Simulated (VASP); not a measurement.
# LiH3O2 (P6/mmm) in VASP: a series of runs, part 2 of 2

VASP 6.6.1. The steps go on from the part before.

**3. Relaxation of cell and atoms, r2SCAN**

This run uses another cell than the first one, of 7.31 Å³/atom, 1.288 times its volume.

Contents of POSCAR:

```
LiH3O2
1.0
    4.3641637182      0.0000000000      0.0000000000
   -2.1820818591      3.7794766462      0.0000000000
    0.0000000000      0.0000000000      2.6574173281
Li H O
1 3 2
Direct
    0.0000000000      0.0000000000      0.0000000000
    0.5000000000      0.0000000000      0.5000000000
    0.5000000000      0.5000000000      0.5000000000
    0.0000000000      0.5000000000      0.5000000000
    0.3333333333      0.6666666667      0.0000000000
    0.6666666667      0.3333333333      0.0000000000
```

Contents of INCAR.step1:

```
SYSTEM = LiH3O2
  PREC = Accurate
  ENCUT = 600
  ISMEAR = 0
  SIGMA = 0.1
  LREAL = .False.
  LASPH = .True.
  NELM = 100
  GGA = PE
  ALGO = Normal
  EDIFF = 1E-4
  LWAVE = .True.
  LCHARG = .False.
```

Contents of INCAR.step2:

```
SYSTEM = LiH3O2
  PREC = Accurate
  ENCUT = 600
  EDIFF = 1E-6
  ISMEAR = 0
  SIGMA = 0.1
  LREAL = .False.
  LASPH = .True.
  NELM = 100
  ALGO = Normal
  ISIF = 3
  LWAVE = .False.
  LCHARG = .False.
  METAGGA = R2SCAN
  LMIXTAU = .True.
  IBRION = 2
  NSW = 90
  EDIFFG = -0.04
  ISTART = 1
```

Contents of KPOINTS:

```
Automatic mesh
0
Gamma
  6 6 6
  0 0 0
```

Potentials or basis: VASP PAW PBE potentials, release 64 (Li_sv, H, O).

Started as:

```bash
$ cat potpaw_PBE.64/Li_sv/POTCAR potpaw_PBE.64/H/POTCAR potpaw_PBE.64/O/POTCAR > POTCAR
$ cp INCAR.step1 INCAR
$ mpirun -np 1 vasp_std > vasp.out
$ cp INCAR.step2 INCAR
$ mpirun -np 1 vasp_std > vasp.out
```

OUTCAR:

```text
SYSTEM = LiH3O2
   PREC = Accurate
   ENCUT = 600
   EDIFF = 1E-6
   ISMEAR = 0
   LREAL = .False.
   LASPH = .True.
   NELM = 100
   ISIF = 3
   METAGGA = R2SCAN
   IBRION = 2
   NSW = 90
   EDIFFG = -0.04
   ISTART = 1

 ion  position               nearest neighbor table
   1  0.000  0.000  0.000-
   2  0.500  0.000  0.500-
   3  0.500  0.500  0.500-
   4  0.000  0.500  0.500-
   5  0.333  0.667  0.000-
   6  0.667  0.333  0.000-

  LATTYP: Found a hexagonal cell.
 ALAT       =     4.3641637182
 C/A-ratio  =     0.6089178820

  Lattice vectors:

 A1 = (   4.3641637182,   0.0000000000,   0.0000000000)
 A2 = (  -2.1820818591,   3.7794766462,   0.0000000000)
 A3 = (   0.0000000000,   0.0000000000,   2.6574173281)

Analysis of symmetry for initial positions (statically):
=====================================================================
 Subroutine PRICEL returns:
 Original cell was already a primitive cell.

 Routine SETGRP: Setting up the symmetry group for a
 hexagonal supercell.

 Subroutine GETGRP returns: Found 24 space group operations
 (whereof 24 operations were pure point group operations)
 out of a pool of 24 trial point group operations.
[... 180 lines left out ...]
  -------------------------------------------------------------------------------------
  Total       -3.8199195     -3.8199195     -7.9608378      0.0000000     -0.0000000      0.0000000
  in kB     -139.6279392   -139.6279392   -290.9892162      0.0000000     -0.0000000      0.0000000
  external PRESSURE =    -190.0816982 kB  Pullay stress =       0.0000000 kB
[... 27 lines left out ...]
--------------------------------------- Ionic step        2  -------------------------------------------

 number of electron      18.0000000 magnetization

 E-fermi :   2.2393     XC(G=0): -10.6905

 val. band max:        2.1918042298   @ k =   0.3333   0.1667   0.5000
 cond. band min:       2.3043549337   @ k =   0.1667   0.0000   0.0000
 fundamental gap:      0.1125507039
 Fermi energy:         2.2392878928

 k-point     1 :       0.0000    0.0000    0.0000
  band No.  band energies     occupation
      1     -46.0575      2.00000
      2     -18.1457      2.00000
      3     -15.4979      2.00000
      4      -4.2997      2.00000
      5      -4.2997      2.00000
      6      -0.0324      2.00000
      7      -0.0323      2.00000
      8       1.3360      2.00000
      9       1.6125      2.00000
     10       2.3673      0.07020
     11       9.2906      0.00000
     12       9.2906      0.00000
     13      10.1880      0.00000
[... 527 lines left out ...]
--------------------------------------- Ionic step        6  -------------------------------------------

 number of electron      17.9999996 magnetization

 Free energy of the ion-electron system (eV)
  ---------------------------------------------------
  ext. energy  EPLUGINS =         0.00000000
  ---------------------------------------------------
  free energy    TOTEN  =       -22.76666333 eV

  energy without entropy =      -22.76265310  energy(sigma->0) =      -22.76465821

 E-fermi :   3.5196     XC(G=0): -11.2886

 val. band max:        3.5117981004   @ k =   0.3333   0.0000   0.0000
 cond. band min:       3.5635455759   @ k =   0.1667   0.1667   0.0000
 fundamental gap:      0.0517474755
 Fermi energy:         3.5196187703

 k-point     1 :       0.0000    0.0000    0.0000
  band No.  band energies     occupation
      1     -45.1696      2.00000
      2     -18.1356      2.00000
      3     -14.8518      2.00000
      4      -4.1791      2.00000
      5      -4.1791      2.00000
      6       0.5558      2.00000
      7       0.5559      2.00000
      8       2.6280      2.00000
      9       3.4732      1.48864
     10       3.7571      0.00078
     11      11.5423      0.00000
     12      11.5423      0.00000
     13      11.5480      0.00000
[... 401 lines left out ...]
  FREE ENERGIE OF THE ION-ELECTRON SYSTEM (eV)
  ---------------------------------------------------
  free  energy   TOTEN  =       -22.7666633288 eV

  energy  without entropy=      -22.7626530961  energy(sigma->0) =      -22.76465821

 reached required accuracy - stopping structural energy minimisation
```

OUTCAR.step1:

```text
SYSTEM = LiH3O2
   PREC = Accurate
   ENCUT = 600
   ISMEAR = 0
   LREAL = .False.
   LASPH = .True.
[... 622 lines left out ...]
     -1.09104      1.88974      1.32871        -0.000000      0.000000      0.000000
     -0.00000      2.51965      0.00000         0.000000     -0.000000     -0.000000
      2.18208      1.25983      0.00000        -0.000000      0.000000      0.000000
 -----------------------------------------------------------------------------------
    total drift:                               -0.000000      0.000000      0.000000

  FREE ENERGIE OF THE ION-ELECTRON SYSTEM (eV)
  ---------------------------------------------------
  free  energy   TOTEN  =       -19.6685213137 eV

  energy  without entropy=      -19.6581058280  energy(sigma->0) =      -19.66331357
```

Run time: 2.3 min. Hardware: 1 thread of Intel Xeon 6975P-C (Granite Rapids), shared host; peak memory 0.18 GiB.

Results:

```
Free energy                            : -22.7667 eV
Relaxed volume                         : 5.66 Å³/atom
Relaxed cell                           : a = 4.089 Å, b = 4.089 Å, c = 2.347 Å, α = 90.00°, β = 90.00°, γ = 120.00°
Space group after relaxing (to 0.05 Å) : P6/mmm (No. 191)
Energy gained by relaxing              : 142.0 meV/atom
Ionic steps                            : 6
Pressure after relaxing                : -0.8 GPa
Band gap on the k mesh                 : zero (band 9 reaches 3.69 eV, above the bottom of band 10 at 3.28 eV)
```

Step by step:
```
step  energy change (eV)  largest force (eV/Å)  pressure (GPa)  volume (Å³)
   1              0.0000                0.0000          -19.01        43.83
   2             -0.6148                0.0000          -12.99        38.55
   3             -0.8455                0.0000           -2.26        34.48
   4             -0.8472                0.0000           -0.63        34.04
   5             -0.8472                0.0000           -1.32        34.22
   6             -0.8522                0.0000           -0.77        33.99
```

Final structure:
```
Li H O
1.0
     4.08894    0.00000    0.00000
    -2.04447    3.54113    0.00000
     0.00000    0.00000    2.34722
Li H O
1 3 2
Direct
  0.00000 0.00000 0.00000
  0.50000 0.00000 0.50000
  0.50000 0.50000 0.50000
  0.00000 0.50000 0.50000
  0.33333 0.66667 0.00000
  0.66667 0.33333 0.00000
```

Caveat: the k points lie up to 0.45 Å⁻¹ apart in the final cell; the cutoff is under 1.25 times the usual one of these potentials, so pressure, stress and relaxed cells hold a basis-set (Pulay) error; the volume moved by over 15 % at a fixed basis, so the end points are rough; the PAW data sets were made with another functional, which shifts forces and pressure a little.
